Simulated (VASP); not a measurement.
A run of VASP 6.6.1:

File INCAR:

```
PREC = Accurate
ENCUT = 520
EDIFF = 1E-7
ISMEAR = 0
SIGMA = 0.1
LREAL = F
LASPH = T
NELM = 100
ALGO = Normal
ISIF = 2
LWAVE = F
LCHARG = F
GGA = PE
IVDW = 12
NBANDS = 24
```

File KPOINTS:

```
Automatic mesh
0
Gamma
  8 8 8
```

The input POSCAR:

```
LaB6
1.0
    4.1233811195      0.0000000000      0.0000000000
    0.0000000000      4.1233811195      0.0000000000
    0.0000000000      0.0000000000      4.1233811195
La B
1 6
Direct
    0.0000000000      0.0000000000      0.0000000000
    0.1995192321      0.5000000000      0.5000000000
    0.5000000000      0.1995192321      0.5000000000
    0.8004807679      0.5000000000      0.5000000000
    0.5000000000      0.8004807679      0.5000000000
    0.5000000000      0.5000000000      0.1995192321
    0.5000000000      0.5000000000      0.8004807679
```

Potentials or basis: VASP PAW PBE potentials, release 64 (La, B).

Command:

```console
$ cat potpaw_PBE.64/La/POTCAR potpaw_PBE.64/B/POTCAR > POTCAR
$ mpirun -np 1 vasp_std > vasp.out
```

Hardware: 1 thread of Intel Xeon 8259CL (shared host).

Problem. How long does it take, and how much memory?

Solution. Run time: 110 s on 1 thread of Intel Xeon 8259CL, with other jobs on the host, peak memory 0.22 GiB. Counts: scf iterations 17, k points 35.
